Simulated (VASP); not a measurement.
# Al2Cu (P4/mmm) in VASP: single point with r2SCAN

Aim: the single point of Al2Cu with r2SCAN.

All numbers are computed with VASP 6.6.1; they aren't measurements. Logs are shortened: lines on timing, memory, paths and dates and some standing lists are left out, and cuts for length are marked.

## 1. The cell of the first run

Symmetry: P4/mmm, No. 123, tetragonal system. The conventional cell has a = 4.144 Å, b = 4.144 Å, c = 2.775 Å, α = 90.00°, β = 90.00°, γ = 90.00°. Al (site symmetry mmm) has 4 Cu at 2.49 Å and 6 Al at 2.77 to 2.93 Å within 3.3 Å. Within 3.3 Å of Cu (site symmetry 4/mmm) lie 8 Al at 2.49 Å and 2 Cu at 2.77 Å.

## 2. Single point, r2SCAN

The input, POSCAR:

```
Al2Cu
1.0
    4.1440356265      0.0000000000      0.0000000000
    0.0000000000      4.1440356265      0.0000000000
    0.0000000000      0.0000000000      2.7747739173
Al Cu
2 1
Direct
    0.5000000000      0.0000000000      0.5000000000
    0.0000000000      0.5000000000      0.5000000000
    0.0000000000      0.0000000000      0.0000000000
```

The input, INCAR.step1:

```
SYSTEM = Al2Cu
PREC = Accurate
ENCUT = 520
ISMEAR = 0
SIGMA = 0.15
LREAL = .False.
LASPH = .True.
NELM = 60
NBANDS = 16
GGA = PE
ALGO = Normal
EDIFF = 1E-4
LWAVE = .True.
LCHARG = .False.
```

The input, INCAR.step2:

```
SYSTEM = Al2Cu
PREC = Accurate
ENCUT = 520
EDIFF = 1E-6
ISMEAR = 0
SIGMA = 0.15
LREAL = .False.
LASPH = .True.
NELM = 60
ALGO = Normal
ISIF = 2
LWAVE = .False.
LCHARG = .False.
METAGGA = R2SCAN
LMIXTAU = .True.
NBANDS = 16
ISTART = 1
```

The input, KPOINTS:

```
regular mesh
0
Gamma
  14 14 18
  0 0 0
```

Potentials or basis: VASP PAW PBE potentials, release 64 (Al, Cu).

The run is started by

```bash
$ cat potpaw_PBE.64/Al/POTCAR potpaw_PBE.64/Cu/POTCAR > POTCAR
$ cp INCAR.step1 INCAR
$ mpirun -np 1 vasp_std > vasp.out
$ cp INCAR.step2 INCAR
$ mpirun -np 1 vasp_std > vasp.out
```

OUTCAR:

```text
SYSTEM = Al2Cu
   PREC = Accurate
   ENCUT = 520
   EDIFF = 1E-6
   ISMEAR = 0
   LREAL = .False.
   LASPH = .True.
   NELM = 60
   ISIF = 2
   METAGGA = R2SCAN
   ISTART = 1

 ion  position               nearest neighbor table
   1  0.500  0.000  0.500-   3 2.49   3 2.49   3 2.49   3 2.49   2 2.93   2 2.93   2 2.93   2 2.93

   2  0.000  0.500  0.500-   3 2.49   3 2.49   3 2.49   3 2.49   1 2.93   1 2.93   1 2.93   1 2.93

   3  0.000  0.000  0.000-   1 2.49   2 2.49   1 2.49   2 2.49   2 2.49   2 2.49   1 2.49   1 2.49

  LATTYP: Found a simple tetragonal cell.
 ALAT       =     4.1440356265
 C/A-ratio  =     0.6695825440

  Lattice vectors:

 A1 = (   4.1440356265,   0.0000000000,   0.0000000000)
 A2 = (   0.0000000000,   4.1440356265,   0.0000000000)
 A3 = (   0.0000000000,   0.0000000000,   2.7747739173)

Analysis of symmetry for initial positions (statically):
=====================================================================
 Subroutine PRICEL returns:
 Original cell was already a primitive cell.

 Routine SETGRP: Setting up the symmetry group for a
 simple tetragonal supercell.

 Subroutine GETGRP returns: Found 16 space group operations
 (whereof 16 operations were pure point group operations)
 out of a pool of 16 trial point group operations.

The static configuration has the point symmetry D_4h.

Analysis of symmetry for dynamics (positions and initial velocities):
=====================================================================
 Subroutine PRICEL returns:
 Original cell was already a primitive cell.

 Routine SETGRP: Setting up the symmetry group for a
 simple tetragonal supercell.

 Subroutine GETGRP returns: Found 16 space group operations
 (whereof 16 operations were pure point group operations)
 out of a pool of 16 trial point group operations.

The dynamic configuration has the point symmetry D_4h.

 Subroutine INISYM returns: Found 16 space group operations
 (whereof 16 operations are pure point group operations),
 and found     1 'primitive' translations

----------------------------------------------------------------------------------------

                                     Primitive cell

  volume of cell :      47.6513

  direct lattice vectors                    reciprocal lattice vectors
     4.144035627  0.000000000  0.000000000     0.241310667  0.000000000  0.000000000
     0.000000000  4.144035627  0.000000000     0.000000000  0.241310667  0.000000000
     0.000000000  0.000000000  2.774773917     0.000000000  0.000000000  0.360389722

  length of vectors
     4.144035627  4.144035627  2.774773917     0.241310667  0.241310667  0.360389722

  position of ions in fractional coordinates (direct lattice)
     0.500000000  0.000000000  0.500000000
     0.000000000  0.500000000  0.500000000
     0.000000000  0.000000000  0.000000000

  ion indices of the primitive-cell ions
   primitive index   ion index
                 1           1
                 2           2
                 3           3

----------------------------------------------------------------------------------------

 KPOINTS: regular mesh

Automatic generation of k-mesh.
 Grid dimensions read from file:
 generate k-points for:   14   14   18

 Generating k-lattice:

  Cartesian coordinates                     Fractional coordinates (reciprocal lattice)
     0.017236476  0.000000000  0.000000000     0.071428571  0.000000000  0.000000000
     0.000000000  0.017236476  0.000000000     0.000000000  0.071428571  0.000000000
     0.000000000  0.000000000  0.020021651     0.000000000  0.000000000  0.055555556

  Length of vectors
     0.017236476  0.017236476  0.020021651

  Shift w.r.t. Gamma in fractional coordinates (k-lattice)
     0.000000000  0.000000000  0.000000000

 Subroutine IBZKPT returns following result:
 ===========================================

 Found    360 irreducible k-points:

 Following reciprocal coordinates:
            Coordinates               Weight
  0.000000  0.000000  0.000000      1.000000
  0.071429  0.000000  0.000000      4.000000
  0.142857  0.000000  0.000000      4.000000
  0.214286  0.000000  0.000000      4.000000
  0.285714  0.000000  0.000000      4.000000
  0.357143  0.000000  0.000000      4.000000
[... 16 lines left out ...]
  0.285714  0.214286  0.000000      8.000000
  0.357143  0.214286  0.000000      8.000000
 [... further k-points ...]
   k-points           NKPTS =    360   k-points in BZ     NKDIM =    360   number of bands    NBANDS=     16
   number of dos      NEDOS =    301   number of ions     NIONS =      3
   total plane-waves  NPLWV =  24576
   dimension x,y,z NGX =    32 NGY =   32 NGZ =   24
   dimension x,y,z NGXF=    64 NGYF=   64 NGZF=   48
   ions per type =               2   1
   NGX,Y,Z   is equivalent  to a cutoff of  12.84, 12.84, 14.38 a.u.
   NGXF,Y,Z  is equivalent  to a cutoff of  25.67, 25.67, 28.76 a.u.
 SYSTEM =  Al2Cu
   PREC   = accura    normal or accurate (medium, high low for compatibility)
   ISTART =      1    job   : 0-new  1-cont  2-samecut
   ICHARG =      0    charge: 1-file 2-atom 10-const
   ISPIN  =      1    spin polarized calculation?
   LNONCOLLINEAR =      F non collinear calculations
   LSORBIT =      F    spin-orbit coupling
   LASPH  =      T    aspherical Exc in radial PAW
   ENCUT  =  520.0 eV  38.22 Ry    6.18 a.u.   7.71  7.71  5.16*2*pi/ulx,y,z
   NELM   =     60;   NELMIN=  2; NELMDL=  0     # of ELM steps
   EDIFF  = 0.1E-05   stopping-criterion for ELM
   LREAL  =      F    real-space projection
   EDIFFG = 0.1E-04   stopping-criterion for IOM
   NSW    =      0    number of steps for IOM
   IBRION =     -1    ionic relax: 0-MD 1-quasi-New 2-CG
   NFREE  =      0    steps in history (QN), initial steepest desc. (CG)
   ISIF   =      2    stress and relaxation
   ISYM   =      2    0-nonsym 1-usesym 2-fastsym
   POTIM  = 0.5000    time-step for ionic-motion
   TEBEG  =    0.0;   TEEND  =   0.0 temperature during run
   PSTRESS=    0.0 pullay stress
   NELECT =      17.0000    total number of electrons
   NUPDOWN=      -1.0000    fix difference up-down
   EMIN   =  10.00;   EMAX   =-10.00  energy-range for DOS
   EFERMI =   0.00;   METHOD = LEGACY
   ISMEAR =     0;   SIGMA  =   0.15  broadening in eV -4-tet -1-fermi 0-gaus
   EFERMI_NEDOS =   21; number of points for ismear=-14 and -15
   IALGO  =     38    algorithm
   IMIX   =      4    mixing-type and parameters
     AMIX     =   0.40;   BMIX     =  1.00
     AMIX_MAG =   1.60;   BMIX_MAG =  1.00
  volume/ion in A,a.u.               =      15.88       107.19
  Fermi-wavevector in a.u.,A,eV,Ry     =   1.161091  2.194144 18.342456  1.348132
  Thomas-Fermi vector in A             =   2.297667
   LORBIT       =      0    0 simple, 1 ext, 2 COOP (PROOUT), +10 PAW based schemes
   METAGGA = R2SCAN    functional components
   LHFCALC =     F    Hartree Fock is set to
   AEXX    =    0.0000 exact exchange contribution
   IVDW    =     0    specifies the selected vdW correction
   LEPSILON=     F    determine dielectric tensor
   LRPA    =     F    only Hartree local field effects (RPA)
 non-spin polarized calculation
 Gauss-broadening in eV      SIGMA  =   0.15
  energy-cutoff  :      520.00
  volume of cell :       47.65
 maximum number of plane-waves:      1312
 NGX is ok and might be reduce to    32
   NGX = 15   NGY = 15   NGZ = 11

 number of electron      16.9999995 magnetization

 Free energy of the ion-electron system (eV)
  ---------------------------------------------------
  ext. energy  EPLUGINS =         0.00000000
  ---------------------------------------------------
  free energy    TOTEN  =       -24.40490273 eV

  energy without entropy =      -24.39564342  energy(sigma->0) =      -24.40027307

 E-fermi :   7.3704     XC(G=0): -11.2119

 val. band max:        7.3699223491   @ k =   0.1429   0.0714   0.4444
 cond. band min:       7.3753785047   @ k =   0.1429   0.0000   0.4444
 fundamental gap:      0.0054561555
 Fermi energy:         7.3704099254

 k-point     1 :       0.0000    0.0000    0.0000
  band No.  band energies     occupation
      1      -3.9478      2.00000
      2       1.4898      2.00000
      3       2.0653      2.00000
      4       2.7563      2.00000
      5       3.1225      2.00000
      6       3.1225      2.00000
[... 8 lines left out ...]
     15      15.1354      0.00000
     16      21.6400      0.00000

 k-point     2 :       0.0714    0.0000    0.0000
  band No.  band energies     occupation
      1      -3.9032      2.00000
      2       1.4607      2.00000
      3       2.0531      2.00000
      4       2.7405      2.00000
      5       3.1215      2.00000
      6       3.1227      2.00000
[... 8 lines left out ...]
     15      15.3407      0.00000
     16      21.7681      0.00000

 k-point     3 :       0.1429    0.0000    0.0000
  band No.  band energies     occupation
      1      -3.7702      2.00000
      2       1.3369      2.00000
      3       2.0200      2.00000
      4       2.6996      2.00000
      5       3.1186      2.00000
      6       3.1232      2.00000
[... 8 lines left out ...]
     15      16.4499      0.00000
     16      21.1657      0.00000

 k-point     4 :       0.2143    0.0000    0.0000
  band No.  band energies     occupation
      1      -3.5519      2.00000
      2       1.0220      2.00000
      3       1.9856      2.00000
      4       2.6471      2.00000
      5       3.0784      2.00000
      6       3.1145      2.00000
[... 8 lines left out ...]
     15      17.7976      0.00000
     16      20.5033      0.00000
[... 324 lines left out ...]
 k-point    22 :       0.2143    0.2143    0.0000
  band No.  band energies     occupation
      1      -3.1543      2.00000
      2       1.0299      2.00000
      3       1.6966      2.00000
      4       2.4709      2.00000
      5       3.1159      2.00000
      6       3.1167      2.00000
[... 8 lines left out ...]
     15      19.1471      0.00000
     16      20.4252      0.00000

 k-point    23 :       0.2857    0.2143    0.0000
  band No.  band energies     occupation
      1      -2.8559      2.00000
      2       0.7188      2.00000
      3       1.6282      2.00000
      4       2.4097      2.00000
      5       2.9609      2.00000
      6       3.1119      2.00000
[... 8 lines left out ...]
     15      19.7712      0.00000
     16      20.0191      0.00000

 k-point    24 :       0.3571    0.2143    0.0000
  band No.  band energies     occupation
      1      -2.4950      2.00000
      2       0.1810      2.00000
      3       1.6957      2.00000
      4       2.3628      2.00000
      5       2.7896      2.00000
      6       3.1079      2.00000
[... 8 lines left out ...]
     15      19.4556      0.00000
     16      20.2875      0.00000

 [... further k-points ...]

------------------------ aborting loop because EDIFF is reached ----------------------------------------

  FORCE on cell =-STRESS in cart. coord.  units (eV):
  Direction    XX          YY          ZZ          XY          YZ          ZX
  --------------------------------------------------------------------------------------
  -------------------------------------------------------------------------------------
  Total       -0.3320586     -0.3320586      0.7472104      0.0000000      0.0000000      0.0000000
  in kB      -11.1647947    -11.1647947     25.1234292      0.0000000      0.0000000      0.0000000
  external PRESSURE =       0.9312800 kB  Pullay stress =       0.0000000 kB

 VOLUME and BASIS-vectors are now :
 -----------------------------------------------------------------------------
  energy-cutoff  :      520.00
  volume of cell :       47.65
      direct lattice vectors                 reciprocal lattice vectors
     4.144035627  0.000000000  0.000000000     0.241310667  0.000000000  0.000000000
     0.000000000  4.144035627  0.000000000     0.000000000  0.241310667  0.000000000
     0.000000000  0.000000000  2.774773917     0.000000000  0.000000000  0.360389722

 POSITION                                       TOTAL-FORCE (eV/Angst)
 -----------------------------------------------------------------------------------
      2.07202      0.00000      1.38739         0.000000      0.000000      0.000000
      0.00000      2.07202      1.38739         0.000000      0.000000      0.000000
      0.00000      0.00000      0.00000         0.000000      0.000000      0.000000
 -----------------------------------------------------------------------------------
    total drift:                               -0.000000     -0.000000      0.000000

  FREE ENERGIE OF THE ION-ELECTRON SYSTEM (eV)
  ---------------------------------------------------
  free  energy   TOTEN  =       -24.4049027258 eV

  energy  without entropy=      -24.3956434169  energy(sigma->0) =      -24.40027307
```

Wall time 6.1 min (1 thread of Intel Xeon Platinum 8488C (Sapphire Rapids), shared host); peak memory 0.38 GiB.

Results:

| Property | Result |
| --- | --- |
| Free energy | -24.4049 eV |
| Pressure | 0.1 GPa |
| Band gap on the k mesh | zero (an odd number of electrons rules out a gap without spin polarisation) |

Stress tensor (GPa, compression positive):
```
-1.12  0.00  0.00
 0.00 -1.12  0.00
 0.00  0.00  2.51
```

Caveat: the PAW data sets were made with another functional, which shifts forces and pressure a little.
